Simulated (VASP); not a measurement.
Set up this calculation in VASP 6.6.1, as the native input.

```
Task                   : single point
Functional             : PBE
Potentials or basis    : VASP PAW PBE potentials, release 64 (Re)
Cutoff                 : 520 eV
k mesh                 : 10 × 10 × 10
Occupations            : gaussian, width 0.15 eV
Spin                   : no spin polarisation
Dipole correction      : no
Further INCAR settings : ALGO = Normal; EDIFF = 1e-07; NBANDS = 10
```

The structure of Re lies in POSCAR:

```
Re
1.0
    0.0000000000      1.8085159325      2.1105380932
    1.8085159325      0.0000000000      2.1105380932
    1.8085159325      1.8085159325      0.0000000000
Re
1
Direct
    0.0000000000      0.0000000000      0.0000000000
```

One way to write it, as run:

INCAR

```
ALGO = Normal
EDIFF = 1E-7
ENCUT = 520
GGA = PE
ISIF = 2
ISMEAR = 0
LASPH = T
LCHARG = F
LREAL = F
LWAVE = F
NBANDS = 10
NELM = 100
PREC = Accurate
SIGMA = 0.15
```

KPOINTS

```
k-points
0
Gamma
  10 10 10
```

Potentials or basis: VASP PAW PBE potentials, release 64 (Re).

Run with:

```console
$ cat potpaw_PBE.64/Re/POTCAR > POTCAR
$ mpirun -np 1 vasp_std > vasp.out
```

It gave:

```yaml
Pressure: 40.5 GPa
Band_gap_on_the_k_mesh: zero (an odd number of electrons rules out a gap without spin polarisation)
```

Caveat: the cell stands under pressure; spin-orbit coupling is left out, which moves the levels of the heavy elements.

Run time: 16 s on 1 thread of Intel Xeon 8259CL (shared host), peak memory 0.14 GiB.
